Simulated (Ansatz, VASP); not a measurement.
## BaRe: VASP beside Ansatz

File INCAR:

```
SYSTEM = BaRe
PREC = Accurate
ENCUT = 600
EDIFF = 1E-6
ISMEAR = 0
SIGMA = 0.1
LREAL = .FALSE.
LASPH = .TRUE.
NELM = 100
ALGO = Normal
ISIF = 3
LWAVE = .FALSE.
LCHARG = .FALSE.
GGA = PE
IBRION = 2
NSW = 100
EDIFFG = -0.01
```

The input KPOINTS:

```
regular mesh
0
G
  21 21 21
  0 0 0
```

The input POSCAR:

```
BaRe
1.0
    1.5068362980      0.8699723423      5.9122169852
   -1.5068362980      0.8699723423      5.9122169852
    0.0000000000     -1.7399446846      5.9122169852
Ba Re
1 1
Direct
    0.0000000000      0.0000000000      0.0000000000
    0.5000000000      0.5000000000      0.5000000000
```

Input for Ansatz:

```yaml
crystal:
  lattice:
    - [1.506836298, 0.8699723423, 5.9122169852]
    - [-1.506836298, 0.8699723423, 5.9122169852]
    - [0.0, -1.7399446846, 5.9122169852]
  atoms:
    - { symbol: Ba, position: [0.0, 0.0, 0.0] }
    - { symbol: Re, position: [0.5, 0.5, 0.5] }
basis:
  ecutwfc: 420
kpoints:
  mp_grid: { grid: [21, 21, 21] }
hamiltonian:
  xc: pbe
scf:
  occupations: { method: gaussian, width: 0.1 }
output:
  forces: true
  stress: true
  eigenvalues: true
relax:
  adjacent_minimum: "off"
  f_tol: 0.01
  max_steps: 80
  cell: { stress_tol: 0.05 }
```

Alike in both runs: task relaxation of cell and atoms; functional PBE; k mesh 21 × 21 × 21; occupations gaussian, width 0.1 eV; no spin polarisation.

|  | VASP | Ansatz |
| --- | --- | --- |
| version | VASP 6.6.1 | Ansatz 0.2.0 |
| potentials or method | VASP PAW PBE potentials, release 64 (Ba_sv, Re), cutoff 600 eV | scalar-relativistic, plane waves, PAW |
| valence electrons in the cell | 17 | 25 |

Ansatz gave:

```
gap on the k mesh at the Fermi level, each at its own relaxed structure (eV) : none
relaxed volume (Å³/atom)                                                     : 23.34
relaxed cell length with the largest relative difference (Å)                 : 6.141
```

**Question.** What did VASP give for the same quantities?

**Answer.** gap on the k mesh at the Fermi level, each at its own relaxed structure (eV): none; relaxed volume (Å³/atom): 24.03; relaxed cell length with the largest relative difference (Å): 6.183.

A gap of «none» marks a metal or a gap that the smearing closes. VASP's potentials hold 17 valence electrons a cell and Ansatz's 25, so a difference there can come from the potentials and not from the codes.

Spin-orbit coupling is off throughout.
